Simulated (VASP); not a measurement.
A run of VASP 6.6.1:

INCAR

```
SYSTEM = Pb23O48
ALGO = Normal
EDIFF = 1E-6
ENCUT = 520
GGA = PS
GGA_COMPAT = .FALSE.
ISIF = 2
ISMEAR = -1
ISYM = -1
LASPH = .TRUE.
LCHARG = .FALSE.
LREAL = Auto
LWAVE = .FALSE.
NBANDS = 346
NELECT = 614.0
NELM = 120
PREC = Accurate
SIGMA = 0.05
```

The input KPOINTS:

```
explicit points
1
Reciprocal
  0.25000000   0.25000000   0.25000000 1
```

The input POSCAR:

```
Pb23O48
1.0
    9.9944540000      0.0000000000      0.0000000000
    0.0000000000      9.9944540000      0.0000000000
    0.0000000000      0.0000000000     10.2294090000
Pb O
23 48
Direct
    0.9999460000      0.9996880000      0.0010770000
    0.9996200000      0.9994960000      0.3333680000
    0.9995280000      0.9993630000      0.6657120000
    0.9999430000      0.4995390000      0.9995940000
    0.9996580000      0.4994130000      0.3333720000
    0.9996160000      0.4994440000      0.6671700000
    0.4998590000      0.9995040000      0.9996350000
    0.4995860000      0.9995260000      0.3334070000
    0.4996570000      0.9994190000      0.6671730000
    0.5002870000      0.4999510000      0.0074990000
    0.4991730000      0.4991350000      0.6593560000
    0.2537480000      0.2534950000      0.1699710000
    0.2528950000      0.2527510000      0.4976610000
    0.2489270000      0.2486180000      0.8338290000
    0.2537880000      0.7458390000      0.1659460000
    0.2532150000      0.7453890000      0.5008030000
    0.2517820000      0.7477030000      0.8334030000
    0.7459430000      0.2535050000      0.1659970000
    0.7455320000      0.2530270000      0.5008460000
    0.7478470000      0.2515490000      0.8334240000
    0.7464680000      0.7461430000      0.1691750000
    0.7456150000      0.7454650000      0.4968550000
    0.7507030000      0.7504000000      0.8330030000
    0.1543310000      0.1539520000      0.0028960000
    0.1500400000      0.1492140000      0.3334100000
    0.1541990000      0.1534090000      0.6649340000
    0.1464690000      0.6578600000      0.9970440000
    0.1446290000      0.6601160000      0.3331960000
    0.1450340000      0.6588150000      0.6698430000
    0.6584010000      0.1457840000      0.9970410000
    0.6606660000      0.1440900000      0.3332990000
    0.6599210000      0.1439240000      0.6698880000
    0.6557550000      0.6548780000      0.9980660000
    0.6576090000      0.6566450000      0.3325820000
    0.6551460000      0.6543160000      0.6680980000
    0.3443580000      0.3446660000      0.9987340000
    0.3418140000      0.3421510000      0.3342500000
    0.3437650000      0.3440770000      0.6687760000
    0.3395480000      0.8550750000      0.9970880000
    0.3389320000      0.8545560000      0.3335270000
    0.3407850000      0.8534240000      0.6695910000
    0.8544580000      0.3401380000      0.9971100000
    0.8545430000      0.3389230000      0.3335120000
    0.8530430000      0.3411550000      0.6696010000
    0.8452470000      0.8456540000      0.0018850000
    0.8493850000      0.8496080000      0.3333730000
    0.8450850000      0.8451490000      0.6639020000
    0.0973490000      0.4060590000      0.1658430000
    0.0967450000      0.4057330000      0.5011200000
    0.0989360000      0.4056660000      0.8333500000
    0.0975950000      0.9010600000      0.1649740000
    0.0978000000      0.9012970000      0.5018150000
    0.0951320000      0.9035690000      0.8333780000
    0.5992910000      0.3997650000      0.1607260000
    0.5985670000      0.3989400000      0.5063420000
    0.5945330000      0.4041330000      0.8333810000
    0.5931880000      0.9021220000      0.1657050000
    0.5926740000      0.9015590000      0.5009220000
    0.5926760000      0.8994090000      0.8334050000
    0.4066590000      0.0974230000      0.1658490000
    0.4064690000      0.0971300000      0.5011590000
    0.4064890000      0.0991580000      0.8333880000
    0.4006900000      0.5998330000      0.1605870000
    0.3998420000      0.5991010000      0.5061620000
    0.4047460000      0.5948220000      0.8334360000
    0.9015220000      0.0977230000      0.1649220000
    0.9019520000      0.0980840000      0.5017960000
    0.9043310000      0.0955040000      0.8334390000
    0.9027540000      0.5932360000      0.1655830000
    0.9023400000      0.5931080000      0.5009450000
    0.9003570000      0.5930220000      0.8334500000
```

Potentials or basis: VASP PAW PBE potentials, release 64 (Pb_d, O).

The run is started by

```console
$ cat potpaw_PBE.64/Pb_d/POTCAR potpaw_PBE.64/O/POTCAR > POTCAR
$ mpirun -np 1 vasp_std > vasp.out
```

Hardware: 1 thread of AMD EPYC 9R45 96-Core Processor (Zen 5), on a shared host.

How long does it take, and how much memory?

Wall time 11 min on 1 thread of AMD EPYC 9R45 96-Core Processor (Zen 5), on a shared host, peak memory 1 GiB. Counts: scf iterations 19, k points 1.
